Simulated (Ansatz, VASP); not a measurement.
# MgB2 in VASP and in Ansatz

```
Mg B
1.0
     3.03645    0.00000    0.00000
    -1.51823    2.62965    0.00000
     0.00000    0.00000    3.45493
Mg B
1 2
Cartesian
  0.0000 0.0000 0.0000
  0.0000 1.7531 1.7275
  1.5182 0.8765 1.7275
```

Alike in both runs: functional LDA; k mesh 15 × 15 × 12; occupations fermi-dirac, width 0.15 eV; no spin polarisation.

Ansatz relaxed the structure, and its values are those at the end. VASP's run is a single point on that final structure, the one shown.

|  | VASP | Ansatz |
| --- | --- | --- |
| version | VASP 6.6.1 | Ansatz 0.2.0 |
| potentials or method | VASP PAW LDA potentials, release 64 (Mg, B), cutoff 520 eV | scalar-relativistic, plane waves, PAW |
| valence electrons in the cell | 8 | 16 |

Ansatz gave:

```
gap on the k mesh at the Fermi level (eV) : none
pressure (GPa)                            : 0.0
```

Problem. Estimate VASP's values.

Solution. gap on the k mesh at the Fermi level (eV): none; pressure (GPa): -0.6.

LDA's correlation is that of Perdew and Zunger in VASP and of Perdew and Wang (1992) in Ansatz. A gap of «none» marks a metal or a gap that the smearing closes. VASP's potentials hold 8 valence electrons a cell and Ansatz's 16, so a difference there can come from the potentials and not from the codes.
